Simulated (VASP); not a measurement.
Here is a VASP 6.6.1 calculation.

INCAR

```
ALGO     = Normal         # electronic algorithm
DIPOL    = 0.5 0.5 0.303
EDIFF    = 1E-6           # SCF threshold, eV
ENCUT    = 520            # plane-wave cutoff, eV
GGA      = CA             # functional
IDIPOL   = 3            
ISIF     = 2              # what is computed and relaxed
ISMEAR   = 0              # smearing method
LASPH    = T              # aspherical terms in the spheres
LCHARG   = F              # write CHGCAR
LDIPOL   = T            
LREAL    = F              # projectors in reciprocal space
LWAVE    = F              # write WAVECAR
NBANDS   = 38             # bands
NELM     = 80             # most SCF steps
PREC     = Accurate       # precision mode
SIGMA    = 0.1            # smearing width, eV
```

File KPOINTS:

```
k-points
0
Gamma
  6 3 1
```

File POSCAR:

```
HC6
1.0
    4.8895256614      0.0000000000      0.0000000000
   -1.2223814153      8.7849592876      0.0000000000
    0.0000000000      0.0000000000     22.7474729025
C H
12 2
Direct
    0.0193612757      0.0774451030      0.1758437088
    0.5193612758      0.0774451030      0.1758437088
    0.2742015947      0.0968063788      0.2059542860
    0.7742015947      0.0968063788      0.2059542860
    0.2838822326      0.1355289303      0.2661754406
    0.7838822326      0.1355289303      0.2661754406
    0.0386279421      0.1545151615      0.2955067254
    0.5386279421      0.1545151615      0.2955067254
    0.0488684834      0.1954807970      0.3583587359
    0.5488684834      0.1954807970      0.3583587359
    0.3031723044      0.2126952264      0.3845470194
    0.8031723044      0.2126952264      0.3845470194
    0.0488684834      0.0460940537      0.4324644300
    0.0488684834      0.3448675403      0.4324644300
```

Potentials or basis: VASP PAW LDA potentials, release 64 (C, H).

Command:

```bash
$ cat potpaw_LDA.64/C/POTCAR potpaw_LDA.64/H/POTCAR > POTCAR
$ mpirun -np 1 vasp_std > vasp.out
```

Problem. Estimate the band gap on the k mesh.

Solution. 0.04 eV.

Problem. Predict the largest force.

Solution. 3.659 eV/Å.

Forces in eV/Å, atoms in the order of the input:
```
C    0.023  0.496  2.071
C    0.005  0.584  1.961
C    0.073 -0.814 -3.297
C   -0.103 -0.988 -3.501
C    0.227  0.156  1.036
C   -0.208  0.360  1.163
C    0.019  0.411  1.000
C   -0.028  0.052  0.326
C   -0.180 -1.246 -3.417
C    0.225 -0.282 -1.149
C   -0.710 -0.607  2.670
C    1.018  2.356  2.608
H    1.178  1.487 -0.494
H   -1.538 -1.966 -0.977
```

Caveat: the smearing spreads over this small gap.
